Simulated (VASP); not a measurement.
Ga2BSb3:

```
Ga B Sb
1.0
    10.05470    0.00000    0.00000
    -5.02735    8.70763    0.00000
     0.00000    0.00000    2.65829
Ga B Sb
2 1 3
Direct
  0.33333 0.66667 0.50000
  0.66667 0.33333 0.50000
  0.00000 0.00000 0.50000
  0.50000 0.00000 0.50000
  0.00000 0.50000 0.50000
  0.50000 0.50000 0.50000
```

- Program: VASP 6.6.1
- Task: relaxation of cell and atoms
- Functional: PBE
- Potentials or basis: VASP PAW PBE potentials, release 64 (Ga_d, B, Sb)
- Cutoff: 600 eV
- k mesh: 3 × 3 × 6
- Occupations: gaussian, width 0.1 eV
- Spin: no spin polarisation

At the start: pressure 3.0 GPa; volume 38.79 Å³/atom.

Question: Where does the relaxation end?

Answer: Over 8 steps the energy falls by 146.8 meV/atom and the volume is 37.12 Å³/atom (-4.3 %); space group P6/mmm (No. 191, to 0.05 Å).

The path:
```tsv
step	energy change (eV)	largest force (eV/Å)	pressure (GPa)	volume (Å³)
1	0.0000	0.0000	3.00	232.74
2	-0.5162	0.0000	-2.85	255.95
3	-0.7104	0.0000	-1.62	246.89
4	-0.8347	0.0000	-1.07	235.13
5	-0.8750	0.0000	-0.44	226.08
6	-0.8758	0.0000	-0.32	224.56
7	-0.8799	0.0000	0.18	221.88
8	-0.8809	0.0000	0.01	222.71
```

Final structure:
```
CELL_PARAMETERS angstrom
9.45439 0.00000 0.00000
-4.72720 8.18774 0.00000
0.00000 0.00000 2.87700
ATOMIC_POSITIONS crystal
Ga 0.33333 0.66667 0.50000
Ga 0.66667 0.33333 0.50000
B 0.00000 0.00000 0.50000
Sb 0.50000 0.00000 0.50000
Sb 0.00000 0.50000 0.50000
Sb 0.50000 0.50000 0.50000
```

Caveat: the k points lie up to 0.36 Å⁻¹ apart in the final cell.
